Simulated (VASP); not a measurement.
Runs of VASP 6.6.1 on S. The structure is that of space group I4/mmm (No. 139), or close to it. The cells are those of the table. 

| cell | gap on the mesh (eV) | pressure (GPa) |
| --- | --- | --- |
| a = 2.763, b = 2.763, c = 2.977 Å, angles 57.4, 57.4, 65.2°, 1 atom | none | (a) |
| a = 2.932, b = 2.932, c = 2.654 Å, angles 63.1, 63.1, 53.8°, 1 atom | none | -6.3 |
| a = 2.748, b = 2.748, c = 3.064 Å, angles 56.1, 56.1, 67.8°, 1 atom | none | -6.8 |
| a = 3.077, b = 3.077, c = 2.513 Å, angles 65.9, 65.9, 48.2°, 1 atom | none | -4.9 |

Alike in all rows: task single point; level LDA; potentials or basis VASP PAW LDA potentials, release 64 (S); no spin polarisation; k mesh 22 × 22 × 22; cutoff (eV) 520; smearing gaussian 0.15 eV.

Estimate the missing entries.

(a) -6.6.

Caveats: the cell stands under tension.

A gap of «none» marks levels without a gap at the run's occupations.
